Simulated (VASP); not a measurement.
Here is a VASP 6.6.1 calculation.

Contents of POSCAR:

```
ZnS
1.0
    3.8067217533      0.0000000000      0.0000000000
   -1.9033608766      3.2967177435      0.0000000000
    0.0000000000      0.0000000000      6.2457351331
Zn S
2 2
Direct
    0.3309141671      0.6644911120      0.0073350464
    0.6642475004      0.3311577786      0.5073350464
    0.3405908320      0.6731933307      0.3737710021
    0.6642475004      0.3311577786      0.8815589050
```

File INCAR.step1:

```
SYSTEM = ZnS
PREC = Accurate
ENCUT = 520
ISMEAR = 0
SIGMA = 0.05
LREAL = .FALSE.
LASPH = .TRUE.
NELM = 100
NBANDS = 26
GGA = PE
ALGO = Normal
EDIFF = 1E-4
LWAVE = .TRUE.
LCHARG = .FALSE.
```

INCAR.step2

```
SYSTEM = ZnS
PREC = Accurate
ENCUT = 520
EDIFF = 1E-6
ISMEAR = 0
SIGMA = 0.05
LREAL = .FALSE.
LASPH = .TRUE.
NELM = 100
ALGO = Normal
ISIF = 2
LWAVE = .FALSE.
LCHARG = .FALSE.
METAGGA = R2SCAN
LMIXTAU = .TRUE.
NBANDS = 26
ISTART = 1
```

Contents of KPOINTS:

```
Automatic mesh
0
G
  6 6 4
  0 0 0
```

Potentials or basis: VASP PAW PBE potentials, release 64 (Zn, S).

The run is started by

```sh
$ cat potpaw_PBE.64/Zn/POTCAR potpaw_PBE.64/S/POTCAR > POTCAR
$ cp INCAR.step1 INCAR
$ mpirun -np 1 vasp_std > vasp.out
$ cp INCAR.step2 INCAR
$ mpirun -np 1 vasp_std > vasp.out
```

Problem. Estimate the band gap on the k mesh.

Solution. 2.76 eV.

Problem. Predict the pressure.

Solution. 0.1 GPa.

Problem. Estimate the largest force.

Solution. 0.534 eV/Å.

Stress tensor (GPa, compression positive):
```
-0.57 -0.22  0.13
-0.22  0.10  0.21
 0.13  0.21  0.84
```

Caveat: the cell differs from its parent crystal (atom 3 moved 0.06 Å); the PAW data sets were made with another functional, which shifts forces and pressure a little.
